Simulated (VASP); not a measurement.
# Si2Mo (fluorite type) (Fm-3m) in VASP: further runs

Si2Mo (fluorite type) is run at these levels: PBE; tasks: single point, relaxation of cell and atoms.

Program: VASP 6.6.1. These are calculated values, not measurements. Logs are shortened: lines on timing, memory, paths and dates and some standing lists are left out, and cuts for length are marked.

**1. The cell of the first run**

The structure is cubic, space group Fm-3m (No. 225). Conventional cell: a = 5.860 Å, b = 5.860 Å, c = 5.860 Å, α = 90.00°, β = 90.00°, γ = 90.00°. Mo (site symmetry m-3m) has 8 Si at 2.54 Å within 3.3 Å. Within 3.3 Å of Si (site symmetry -43m) lie 4 Mo at 2.54 Å and 6 Si at 2.93 Å.

**2. Single point, PBE**

INCAR reads:

```
SYSTEM = Si2Mo
PREC = Accurate
ENCUT = 520
EDIFF = 1E-6
ISMEAR = -1
SIGMA = 0.1
LREAL = .FALSE.
LASPH = .TRUE.
NELM = 60
ALGO = Normal
ISIF = 2
LWAVE = .FALSE.
LCHARG = .FALSE.
GGA = PE
NBANDS = 18
```

KPOINTS reads:

```
regular mesh
0
G
  9 9 9
  0 0 0
```

POSCAR reads:

```
Si2Mo
1.0
    0.0000000000      2.9300369484      2.9300369484
    2.9300369484      0.0000000000      2.9300369484
    2.9300369484      2.9300369484      0.0000000000
Mo Si
1 2
Direct
    0.0000000000      0.0000000000      0.0000000000
    0.2500000000      0.2500000000      0.2500000000
    0.7500000000      0.7500000000      0.7500000000
```

Potentials or basis: VASP PAW PBE potentials, release 64 (Mo_sv, Si).

Command:

```sh
cat potpaw_PBE.64/Mo_sv/POTCAR potpaw_PBE.64/Si/POTCAR > POTCAR
mpirun -np 1 vasp_std > vasp.out
```

OUTCAR:

```text
SYSTEM = Si2Mo
   PREC = Accurate
   ENCUT = 520
   EDIFF = 1E-6
   ISMEAR = -1
   LREAL = .FALSE.
   LASPH = .TRUE.
   NELM = 60
   ISIF = 2
   GGA = PE

 ion  position               nearest neighbor table
   1  0.000  0.000  0.000-   2 2.54   3 2.54   3 2.54   3 2.54   3 2.54   2 2.54   2 2.54   2 2.54

   2  0.250  0.250  0.250-   1 2.54   1 2.54   1 2.54   1 2.54   3 2.93   3 2.93   3 2.93   3 2.93
                             3 2.93   3 2.93
   3  0.750  0.750  0.750-   1 2.54   1 2.54   1 2.54   1 2.54   2 2.93   2 2.93   2 2.93   2 2.93
                             2 2.93   2 2.93

  LATTYP: Found a face centered cubic cell.
 ALAT       =     5.8600738968

  Lattice vectors:

 A1 = (   0.0000000000,   2.9300369484,   2.9300369484)
 A2 = (   2.9300369484,   0.0000000000,   2.9300369484)
 A3 = (   2.9300369484,   2.9300369484,   0.0000000000)

Analysis of symmetry for initial positions (statically):
=====================================================================
 Subroutine PRICEL returns:
 Original cell was already a primitive cell.

 Routine SETGRP: Setting up the symmetry group for a
 face centered cubic supercell.

 Subroutine GETGRP returns: Found 48 space group operations
 (whereof 48 operations were pure point group operations)
 out of a pool of 48 trial point group operations.

The static configuration has the point symmetry O_h .

Analysis of symmetry for dynamics (positions and initial velocities):
=====================================================================
 Subroutine PRICEL returns:
 Original cell was already a primitive cell.

 Routine SETGRP: Setting up the symmetry group for a
 face centered cubic supercell.

 Subroutine GETGRP returns: Found 48 space group operations
 (whereof 48 operations were pure point group operations)
 out of a pool of 48 trial point group operations.

The dynamic configuration has the point symmetry O_h .

 Subroutine INISYM returns: Found 48 space group operations
 (whereof 48 operations are pure point group operations),
 and found     1 'primitive' translations

----------------------------------------------------------------------------------------

                                     Primitive cell

  volume of cell :      50.3094

  direct lattice vectors                    reciprocal lattice vectors
     0.000000000  2.930036948  2.930036948    -0.170646312  0.170646312  0.170646312
     2.930036948  0.000000000  2.930036948     0.170646312 -0.170646312  0.170646312
     2.930036948  2.930036948  0.000000000     0.170646312  0.170646312 -0.170646312

  length of vectors
     4.143697991  4.143697991  4.143697991     0.295568083  0.295568083  0.295568083

  position of ions in fractional coordinates (direct lattice)
     0.000000000  0.000000000  0.000000000
     0.250000000  0.250000000  0.250000000
     0.750000000  0.750000000  0.750000000

  ion indices of the primitive-cell ions
   primitive index   ion index
                 1           1
                 2           2
                 3           3

----------------------------------------------------------------------------------------

 KPOINTS: regular mesh

Automatic generation of k-mesh.
 Grid dimensions read from file:
 generate k-points for:    9    9    9

 Generating k-lattice:

  Cartesian coordinates                     Fractional coordinates (reciprocal lattice)
    -0.018960701  0.018960701  0.018960701     0.111111111  0.000000000  0.000000000
     0.018960701 -0.018960701  0.018960701     0.000000000  0.111111111  0.000000000
     0.018960701  0.018960701 -0.018960701     0.000000000  0.000000000  0.111111111

  Length of vectors
     0.032840898  0.032840898  0.032840898

  Shift w.r.t. Gamma in fractional coordinates (k-lattice)
     0.000000000  0.000000000  0.000000000

 Subroutine IBZKPT returns following result:
 ===========================================

 Found     35 irreducible k-points:

 Following reciprocal coordinates:
            Coordinates               Weight
  0.000000  0.000000  0.000000      1.000000
  0.111111  0.000000  0.000000      8.000000
  0.222222  0.000000  0.000000      8.000000
  0.333333  0.000000  0.000000      8.000000
  0.444444  0.000000  0.000000      8.000000
  0.111111  0.111111  0.000000      6.000000
[... 16 lines left out ...]
 -0.333333  0.333333  0.000000     12.000000
  0.444444  0.444444  0.000000      6.000000
 [... further k-points ...]
   k-points           NKPTS =     35   k-points in BZ     NKDIM =     35   number of bands    NBANDS=     18
   number of dos      NEDOS =    301   number of ions     NIONS =      3
   total plane-waves  NPLWV =  32768
   dimension x,y,z NGX =    32 NGY =   32 NGZ =   32
   dimension x,y,z NGXF=    64 NGYF=   64 NGZF=   64
   ions per type =               1   2
   NGX,Y,Z   is equivalent  to a cutoff of  12.84, 12.84, 12.84 a.u.
   NGXF,Y,Z  is equivalent  to a cutoff of  25.68, 25.68, 25.68 a.u.
 SYSTEM =  Si2Mo
   PREC   = accura    normal or accurate (medium, high low for compatibility)
   ISTART =      0    job   : 0-new  1-cont  2-samecut
   ICHARG =      2    charge: 1-file 2-atom 10-const
   ISPIN  =      1    spin polarized calculation?
   LNONCOLLINEAR =      F non collinear calculations
   LSORBIT =      F    spin-orbit coupling
   LASPH  =      T    aspherical Exc in radial PAW
   ENCUT  =  520.0 eV  38.22 Ry    6.18 a.u.   7.70  7.70  7.70*2*pi/ulx,y,z
   NELM   =     60;   NELMIN=  2; NELMDL= -5     # of ELM steps
   EDIFF  = 0.1E-05   stopping-criterion for ELM
   LREAL  =      F    real-space projection
   EDIFFG = 0.1E-04   stopping-criterion for IOM
   NSW    =      0    number of steps for IOM
   IBRION =     -1    ionic relax: 0-MD 1-quasi-New 2-CG
   NFREE  =      0    steps in history (QN), initial steepest desc. (CG)
   ISIF   =      2    stress and relaxation
   ISYM   =      2    0-nonsym 1-usesym 2-fastsym
   POTIM  = 0.5000    time-step for ionic-motion
   TEBEG  =    0.0;   TEEND  =   0.0 temperature during run
   PSTRESS=    0.0 pullay stress
   NELECT =      22.0000    total number of electrons
   NUPDOWN=      -1.0000    fix difference up-down
   EMIN   =  10.00;   EMAX   =-10.00  energy-range for DOS
   EFERMI =   0.00;   METHOD = LEGACY
   ISMEAR =    -1;   SIGMA  =   0.10  broadening in eV -4-tet -1-fermi 0-gaus
   EFERMI_NEDOS =   21; number of points for ismear=-14 and -15
   IALGO  =     38    algorithm
   IMIX   =      4    mixing-type and parameters
     AMIX     =   0.40;   BMIX     =  1.00
     AMIX_MAG =   1.60;   BMIX_MAG =  1.00
  volume/ion in A,a.u.               =      16.77       113.17
  Fermi-wavevector in a.u.,A,eV,Ry     =   1.242604  2.348180 21.008264  1.544064
  Thomas-Fermi vector in A             =   2.376951
   LORBIT       =      0    0 simple, 1 ext, 2 COOP (PROOUT), +10 PAW based schemes
   GGA     = PE    functional components
   LHFCALC =     F    Hartree Fock is set to
   AEXX    =    0.0000 exact exchange contribution
   IVDW    =     0    specifies the selected vdW correction
   LEPSILON=     F    determine dielectric tensor
   LRPA    =     F    only Hartree local field effects (RPA)
 non-spin polarized calculation
  energy-cutoff  :      520.00
  volume of cell :       50.31
 maximum number of plane-waves:      1369
   NGX = 15   NGY = 15   NGZ = 15

 number of electron      22.0000001 magnetization

 Free energy of the ion-electron system (eV)
  ---------------------------------------------------
  ext. energy  EPLUGINS =         0.00000000
  ---------------------------------------------------
  free energy    TOTEN  =       -20.79095434 eV

  energy without entropy =      -20.70213319  energy(sigma->0) =      -20.74654377

 E-fermi :   8.9648     XC(G=0): -11.1406

 val. band max:        8.9181830643   @ k =  -0.2222   0.3333   0.1111
 cond. band min:       8.9810162732   @ k =  -0.2222   0.3333   0.1111
 fundamental gap:      0.0628332089
 Fermi energy:         8.9647785298

 k-point     1 :       0.0000    0.0000    0.0000
  band No.  band energies     occupation
      1     -51.3268      2.00000
      2     -25.5281      2.00000
      3     -25.5281      2.00000
      4     -25.5281      2.00000
      5      -2.5357      2.00000
      6       4.6070      2.00000
[... 10 lines left out ...]
     17      13.6703      0.00000
     18      15.3172      0.00000

 k-point     2 :       0.1111    0.0000    0.0000
  band No.  band energies     occupation
      1     -51.3267      2.00000
      2     -25.5326      2.00000
      3     -25.5288      2.00000
      4     -25.5288      2.00000
      5      -2.3682      2.00000
      6       3.9479      2.00000
[... 10 lines left out ...]
     17      13.4370      0.00000
     18      15.7267      0.00000

 k-point     3 :       0.2222    0.0000    0.0000
  band No.  band energies     occupation
      1     -51.3262      2.00000
      2     -25.5439      2.00000
      3     -25.5305      2.00000
      4     -25.5305      2.00000
      5      -1.8848      2.00000
      6       2.9207      2.00000
[... 10 lines left out ...]
     17      14.0737      0.00000
     18      16.4988      0.00000

 k-point     4 :       0.3333    0.0000    0.0000
  band No.  band energies     occupation
      1     -51.3256      2.00000
      2     -25.5567      2.00000
      3     -25.5325      2.00000
      4     -25.5325      2.00000
      5      -1.1508      2.00000
      6       1.9495      2.00000
[... 375 lines left out ...]
      4     -25.5398      2.00000
      5       0.7191      2.00000
      6       1.3371      2.00000
[... 10 lines left out ...]
     17      15.2614      0.00000
     18      16.6912      0.00000

 k-point    23 :      -0.3333    0.3333    0.0000
  band No.  band energies     occupation
      1     -51.3248      2.00000
      2     -25.5548      2.00000
      3     -25.5540      2.00000
      4     -25.5378      2.00000
      5       0.6618      2.00000
      6       1.1904      2.00000
[... 10 lines left out ...]
     17      15.9638      0.00000
     18      17.1544      0.00000

 k-point    24 :       0.4444    0.4444    0.0000
  band No.  band energies     occupation
      1     -51.3248      2.00000
      2     -25.5650      2.00000
      3     -25.5418      2.00000
      4     -25.5418      2.00000
      5       0.5302      2.00000
      6       1.7277      2.00000
[... 10 lines left out ...]
     17      15.9526      0.00000
     18      16.6185      0.00000

 [... further k-points ...]
[... 5 lines left out ...]
  --------------------------------------------------------------------------------------
  -------------------------------------------------------------------------------------
  Total        0.0417807      0.0417807      0.0417807      0.0000000     -0.0000000      0.0000000
  in kB        1.3305681      1.3305681      1.3305681      0.0000000     -0.0000000      0.0000000
  external PRESSURE =       1.3305681 kB  Pullay stress =       0.0000000 kB

 VOLUME and BASIS-vectors are now :
 -----------------------------------------------------------------------------
  energy-cutoff  :      520.00
  volume of cell :       50.31
      direct lattice vectors                 reciprocal lattice vectors
     0.000000000  2.930036948  2.930036948    -0.170646312  0.170646312  0.170646312
     2.930036948  0.000000000  2.930036948     0.170646312 -0.170646312  0.170646312
     2.930036948  2.930036948  0.000000000     0.170646312  0.170646312 -0.170646312

 POSITION                                       TOTAL-FORCE (eV/Angst)
 -----------------------------------------------------------------------------------
      0.00000      0.00000      0.00000        -0.000000     -0.000000     -0.000000
      1.46502      1.46502      1.46502         0.000000     -0.000000      0.000000
      4.39506      4.39506      4.39506         0.000000      0.000000     -0.000000
 -----------------------------------------------------------------------------------
    total drift:                                0.000000     -0.000000      0.000000

  FREE ENERGIE OF THE ION-ELECTRON SYSTEM (eV)
  ---------------------------------------------------
  free  energy   TOTEN  =       -20.7909543446 eV

  energy  without entropy=      -20.7021331930  energy(sigma->0) =      -20.74654377
```

It took 68 s on 1 thread of Intel Xeon 8259CL, shared host; peak memory 0.18 GiB.

Results:

```yaml
Free_energy: -20.7910 eV
Pressure: 0.1 GPa
Band_gap_on_the_k_mesh: zero (bands 11 and 12 overlap by 1.23 eV)
```

[end of part 1 of 3]

The gap in the log of VASP goes by the Fermi energy; the results here count the filled bands.